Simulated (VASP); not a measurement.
A run of VASP 6.6.1 is set up as follows.

INCAR

```
SYSTEM = As
AGGAC = 1.0
AGGAX = 1.0
ALDAC = 0.0
ALDAX = 1.0
ALGO = Normal
EDIFF = 1E-6
ENCUT = 520
GGA = B5
ISIF = 2
ISMEAR = -1
LASPH = .True.
LCHARG = .False.
LREAL = .False.
LWAVE = .False.
NBANDS = 12
NELM = 80
PREC = Accurate
SIGMA = 0.1
```

File KPOINTS:

```
k-points
0
Gamma
  9 9 9
  0 0 0
```

Contents of POSCAR:

```
As
1.0
    0.0000000000      3.1320414763      3.1320414763
    3.1320414763      0.0000000000      3.1320414763
    3.1320414763      3.1320414763      0.0000000000
As
2
Direct
    0.1250000000      0.1250000000      0.1250000000
    0.8750000000      0.8750000000      0.8750000000
```

Potentials or basis: VASP PAW PBE potentials, release 64 (As).

The run is started by

```bash
$ cat potpaw_PBE.64/As/POTCAR > POTCAR
$ mpirun -np 1 vasp_std > vasp.out
```

(1) Estimate the band gap on the k mesh.

(2) Predict the pressure.

## Answers

(1) zero (band 5 reaches 3.16 eV, above the bottom of band 6 at 2.32 eV).

(2) 0.2 GPa.

Caveat: the PAW data sets were made with another functional, which shifts forces and pressure a little.
